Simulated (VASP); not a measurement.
A run of VASP 6.6.1 is set up as follows.

INCAR

```
SYSTEM = Cu7Si2Ni4Pt7
  PREC = Accurate
  ENCUT = 400
  EDIFF = 1E-6
  ISMEAR = -1
  SIGMA = 0.2128
  LREAL = Auto
  LASPH = .True.
  NELM = 120
  ALGO = Normal
  ISIF = 2
  LWAVE = .False.
  LCHARG = .True.
  GGA = PE
  LELF = .True.
  LVHAR = .True.
  NBANDS = 114
  ISYM = -1
  GGA_COMPAT = .False.
```

File KPOINTS:

```
explicit points
1
Reciprocal
  0.25000000   0.25000000   0.25000000 1
```

Contents of POSCAR:

```
Cu7Si2Ni4Pt7
1.0
    6.3918180000      0.0201270000      0.0956380000
    0.0201270000      6.3566260000      0.0266190000
    0.0956380000      0.0266190000      6.4557280000
Cu Pt Ni Si
7 7 4 2
Direct
    0.5927599387      0.6418873800      0.7413694048
    0.6855234856      0.1563275272      0.3855082839
    0.8888913774      0.8933451334      0.6167918246
    0.1396248436      0.7780578914      0.2744561785
    0.0874954519      0.1466557582      0.4756817946
    0.7067289007      0.7436745635      0.2983809089
    0.1882659007      0.3876623797      0.0708520311
    0.8755651819      0.3480511821      0.7070252840
    0.9587460233      0.0649516488      0.1475629859
    0.3948960050      0.0753642030      0.1659670011
    0.3990933269      0.4429469038      0.3814058939
    0.2274017976      0.5668056729      0.7240845566
    0.6348459785      0.4210570515      0.0603048150
    0.4308221267      0.2048603029      0.7274321125
    0.1644863382      0.9012004557      0.9153662919
    0.4171652059      0.8667166975      0.4991480469
    0.7338205221     -0.0087829672      0.8855115437
    0.9108798473      0.6187737729     -0.0282028403
    0.4417254356      0.7396888289      0.0443724528
    0.9553454166      0.4325116192      0.2918276062
```

Potentials or basis: VASP PAW PBE potentials, release 64 (Cu, Pt, Ni, Si).

Command:

```console
$ cat potpaw_PBE.64/Cu/POTCAR potpaw_PBE.64/Pt/POTCAR potpaw_PBE.64/Ni/POTCAR potpaw_PBE.64/Si/POTCAR > POTCAR
$ mpirun -np 1 vasp_std > vasp.out
```

Question: Predict the pressure.

Answer: 17.9 GPa.

Question: Predict the band gap on the k mesh.

Answer: Zero (an odd number of electrons rules out a gap without spin polarisation).

Question: Estimate the largest force.

Answer: 3.884 eV/Å.

Stress tensor (GPa, compression positive):
```
20.17  0.23 -4.39
 0.23 11.95  6.99
-4.39  6.99 21.71
```

Caveat: the atoms stand as in a frame of molecular dynamics; spin-orbit coupling is left out, which moves the levels of the heavy elements. Spin polarisation is off, so any magnetic state and its effect on volume and gap are missing.
